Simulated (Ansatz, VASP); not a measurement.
Two plane-wave programs on Zn

```xyz
4
Lattice="3.0113 0.0091 -0.0913 0.7918 3.9692 -0.0618 0.2843 0.1316 5.2189" Properties=species:S:1:pos:R:3 pbc="T T T"
Zn    2.7069    1.1150    4.4827
Zn    1.3806    2.9949    0.5833
Zn    1.5206    3.0596    3.1929
Zn    2.5668    1.0503    1.8730
```

Alike in both runs: functional PBE; k mesh 16 × 12 × 10; occupations gaussian, width 0.1 eV; no spin polarisation.

Ansatz relaxed the structure, and its values are those at the end. VASP's run is a single point on that final structure, the one shown.

|  | VASP | Ansatz |
| --- | --- | --- |
| version | VASP 6.6.1 | Ansatz 0.2.0 |
| potentials or method | VASP PAW PBE potentials, release 64 (Zn), cutoff 520 eV | scalar-relativistic, plane waves, PAW |
| valence electrons in the cell | 48 | 48 |

Ansatz gave:

- gap on the k mesh at the Fermi level (eV): none
- pressure (GPa): 0.0

Which values does VASP return?

gap on the k mesh at the Fermi level (eV): none; pressure (GPa): 0.3.

A gap of «none» marks a metal or a gap that the smearing closes. With one functional, cell and mesh, what is left measures potentials, basis and numerics.
